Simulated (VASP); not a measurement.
The system is LiF.

```
CELL_PARAMETERS angstrom
3.28008 0.00000 0.00000
-1.64004 2.84063 0.00000
0.00000 0.00000 3.99960
ATOMIC_POSITIONS crystal
Li 0.33333 0.66667 0.25000
Li 0.66667 0.33333 0.75000
F 0.66667 0.33333 0.25000
F 0.33333 0.66667 0.75000
```

Program: VASP 6.6.1. Alike in all runs: task single point; no spin polarisation; cell as given; k mesh 12 × 12 × 6; cutoff (eV) 520.

Q: Order these runs on this cell by their band gap on the k mesh, lowest first.
A. level LDA; potentials or basis VASP PAW LDA potentials, release 64 (Li_sv, F); smearing gaussian 0.01 eV
B. level r2SCAN; potentials or basis VASP PAW PBE potentials, release 64 (Li_sv, F); smearing gaussian 0.01 eV
C. level PBE; potentials or basis VASP PAW PBE potentials, release 64 (Li_sv, F); smearing fermi-dirac 0.02 eV

A: A (7.50 eV), C (7.82 eV), B (8.64 eV).

A k mesh can miss the band edges.
